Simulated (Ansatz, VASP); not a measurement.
AlGaN2: VASP beside Ansatz

POSCAR

```
AlGaN2
1.0
    3.2351033602      0.0000000000      0.0000000000
    0.0000000000      3.2351033602      0.0000000000
    0.0000000000      0.0000000000      4.4238379400
Al Ga N
1 1 2
Direct
    0.5000000000      0.5000000000      0.5000000000
    0.0000000000      0.0000000000      0.0000000000
    0.5000000000      0.0000000000      0.7382648100
    0.0000000000      0.5000000000      0.2617351900
```

INCAR.step1

```
SYSTEM = AlGaN2
ALGO = Normal
EDIFF = 1E-5
ENCUT = 910
GGA = PE
GGA_COMPAT = .False.
ISMEAR = 0
LASPH = .True.
LCHARG = .False.
LREAL = .False.
LWAVE = .True.
NBANDS = 21
NELM = 120
PREC = Accurate
SIGMA = 0.05
```

Contents of INCAR.step2:

```
SYSTEM = AlGaN2
ALGO = Normal
EDIFF = 1E-6
ENCUT = 910
GGA_COMPAT = .False.
ISIF = 2
ISMEAR = 0
ISTART = 1
LASPH = .True.
LCHARG = .True.
LELF = .True.
LMIXTAU = .True.
LREAL = .False.
LVHAR = .True.
LWAVE = .False.
METAGGA = R2SCAN
NBANDS = 21
NELM = 120
PREC = Accurate
SIGMA = 0.05
```

File KPOINTS:

```
k-points
0
Gamma
  8 8 6
  0 0 0
```

Input for Ansatz:

```yaml
crystal:
  lattice:
    - [3.2351033602, 0.0, 0.0]
    - [0.0, 3.2351033602, 0.0]
    - [0.0, 0.0, 4.42383794]
  atoms:
    - { symbol: Al, position: [0.5, 0.5, 0.5] }
    - { symbol: Ga, position: [0.0, 0.0, 0.0] }
    - { symbol: "N", position: [0.5, 0.0, 0.73826481] }
    - { symbol: "N", position: [0.0, 0.5, 0.26173519] }
basis:
  ecutwfc: 500
kpoints:
  mp_grid: { grid: [8, 8, 6] }
hamiltonian:
  xc: r2scan
scf:
  occupations: { method: gaussian, width: 0.05 }
output:
  forces: true
  stress: true
  eigenvalues: true
  write_density: true
  write_potential: true
  elf: true
  volumetric_format: npy
```

Change from the starting cell: strain +0.030 along x and y, +0.000 along z, atoms carried along.

Alike in both runs: task single point; functional r2SCAN; k mesh 8 × 8 × 6; occupations gaussian, width 0.05 eV; no spin polarisation.

```csv
,VASP,Ansatz
version,VASP 6.6.1,Ansatz 0.2.0
potentials or method,"VASP PAW PBE potentials, release 64 (Al, Ga_d, N_h), cutoff 910 eV","scalar-relativistic, plane waves, PAW"
valence electrons in the cell,26,26
```

Ansatz gave:

```
gap on the k mesh at the Fermi level (eV) : 2.93
least direct gap on the mesh (eV)         : 2.93
rms of the force components (eV/Å)        : 0.016
```

Q: Which values does VASP return?

A: gap on the k mesh at the Fermi level (eV): 2.94; least direct gap on the mesh (eV): 2.94; rms of the force components (eV/Å): 0.017.

VASP's potentials were made for PBE, not for r2SCAN. Atom by atom the forces differ by 0.032 eV/Å (rms over components).

Noted on VASP's run: the cutoff is short for stress, so the pressure is rough.
